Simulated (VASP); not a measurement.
Here is a VASP 6.6.1 calculation.

The input POSCAR:

```
Tl3Zn
1.0
    4.8009890000      0.0000000000      0.0000000000
    0.0000000000      4.8009890000      0.0000000000
    0.0000000000      0.0000000000      4.8009890000
Zn Tl
1 3
Direct
    0.0000000000      0.0000000000      0.0000000000
    0.5000000000      0.0000000000      0.5000000000
    0.5000000000      0.5000000000      0.0000000000
    0.0000000000      0.5000000000      0.5000000000
```

INCAR.step1

```
SYSTEM = Tl3Zn
PREC = Accurate
ENCUT = 520
ISMEAR = -1
SIGMA = 0.1
LREAL = .FALSE.
LASPH = .TRUE.
NELM = 100
NBANDS = 34
GGA = PE
ALGO = Normal
EDIFF = 1E-4
LWAVE = .TRUE.
LCHARG = .FALSE.
```

INCAR.step2

```
SYSTEM = Tl3Zn
PREC = Accurate
ENCUT = 520
EDIFF = 1E-6
ISMEAR = -1
SIGMA = 0.1
LREAL = .FALSE.
LASPH = .TRUE.
NELM = 100
ALGO = Normal
ISIF = 2
LWAVE = .FALSE.
LCHARG = .FALSE.
METAGGA = R2SCAN
LMIXTAU = .TRUE.
NBANDS = 34
ISTART = 1
```

KPOINTS

```
regular mesh
0
G
  5 5 5
  0 0 0
```

Potentials or basis: VASP PAW PBE potentials, release 64 (Zn, Tl_d).

Run with:

```bash
$ cat potpaw_PBE.64/Zn/POTCAR potpaw_PBE.64/Tl_d/POTCAR > POTCAR
$ cp INCAR.step1 INCAR
$ mpirun -np 1 vasp_std > vasp.out
$ cp INCAR.step2 INCAR
$ mpirun -np 1 vasp_std > vasp.out
```

Question: Estimate the pressure.

Answer: -1.1 GPa.

Caveat: the PAW data sets were made with another functional, which shifts forces and pressure a little.
